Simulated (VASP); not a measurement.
Here is a VASP 6.6.1 calculation.

INCAR

```
SYSTEM = W
PREC     = Accurate       ! precision mode
ENCUT    = 600            ! plane-wave cutoff, eV
EDIFF    = 1E-7           ! SCF threshold, eV
ISMEAR   = -1             ! smearing method
SIGMA    = 0.02           ! smearing width, eV
LREAL    = .False.        ! projectors in reciprocal space
LASPH    = .True.         ! aspherical terms in the spheres
NELM     = 80             ! most SCF steps
ALGO     = Normal         ! electronic algorithm
ISIF     = 3              ! what is computed and relaxed
LWAVE    = .False.        ! write WAVECAR
LCHARG   = .False.        ! write CHGCAR
GGA      = PE             ! functional
IBRION   = 2              ! ionic algorithm
NSW      = 80             ! ionic steps
EDIFFG   = -0.005         ! ionic threshold
```

File KPOINTS:

```
regular mesh
0
Gamma
  10 10 10
  0 0 0
```

File POSCAR:

```
W
1.0
   -1.5823450000      1.5823450000      1.5823450000
    1.5823450000     -1.5823450000      1.5823450000
    1.5823450000      1.5823450000     -1.5823450000
W
1
Direct
    0.0000000000      0.0000000000      0.0000000000
```

Potentials or basis: VASP PAW PBE potentials, release 64 (W_sv).

Launch:

```sh
$ cat potpaw_PBE.64/W_sv/POTCAR > POTCAR
$ mpirun -np 1 vasp_std > vasp.out
```

Problem. Estimate the relaxed volume.

Solution. 16.17 Å³/atom.

Problem. Estimate the space group after relaxing (to 0.05 Å).

Solution. Im-3m (No. 229).

Problem. Estimate the relaxed cell.

Solution. a = 2.759 Å, b = 2.759 Å, c = 2.759 Å, α = 109.47°, β = 109.47°, γ = 109.47°.

Problem. Predict the band gap on the k mesh.

Solution. Zero (band 7 reaches 16.17 eV, above the bottom of band 8 at 9.95 eV).

The path:
| step | energy change (eV) | largest force (eV/Å) | pressure (GPa) | volume (Å³) |
| --- | --- | --- | --- | --- |
| 1 | 0.0000 | 0.0000 | 6.49 | 15.85 |
| 2 | 0.0687 | 0.0000 | -18.87 | 17.37 |
| 3 | -0.0064 | 0.0000 | -0.19 | 16.18 |
| 4 | -0.0064 | 0.0000 | -0.01 | 16.17 |

Caveat: spin-orbit coupling is left out, which moves the levels of the heavy elements. Zero-point motion and thermal expansion aren't in these numbers.
